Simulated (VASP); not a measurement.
## KCl: single point with PBE

The system is KCl.

```
K Cl
1.0
     0.00000    3.14485    3.14485
     3.14485    0.00000    3.14485
     3.14485    3.14485    0.00000
K Cl
1 1
Direct
  0.00000 0.00000 0.00000
  0.50000 0.50000 0.50000
```

- Program: VASP 6.6.1
- Task: single point
- Functional: PBE
- Potentials or basis: VASP PAW PBE potentials, release 64 (K_sv, Cl)
- Cutoff: 520 eV
- k mesh: 4 × 4 × 4
- Occupations: gaussian, width 0.01 eV
- Spin: no spin polarisation
- Dipole correction: no
- Further INCAR settings: ALGO = Normal; EDIFF = 1e-06; NBANDS = 15

```
Pressure               : 0.8 GPa
Band gap on the k mesh : 5.19 eV, direct
```

Levels at points of the mesh, in eV from the valence-band top:
```
           k point  band 6  band 7  band 8  band 9  band 10  band 11
(0.00, 0.00, 0.00)    0.00    0.00    0.00    5.19     8.38     8.38
(0.50, 0.00, 0.00)   -1.06   -0.33   -0.33    7.60     8.61    10.53
(0.50, 0.50, 0.00)   -0.66   -0.22   -0.22    6.53     8.36    10.08
```

It took 16 s on 1 thread of AMD EPYC 7R43 64-Core Processor (Zen 3) (shared host), peak memory 0.16 GiB.

Caveat: the k points lie up to 0.43 Å⁻¹ apart. A hybrid or GW would open this gap; PBE tends to underestimate it.
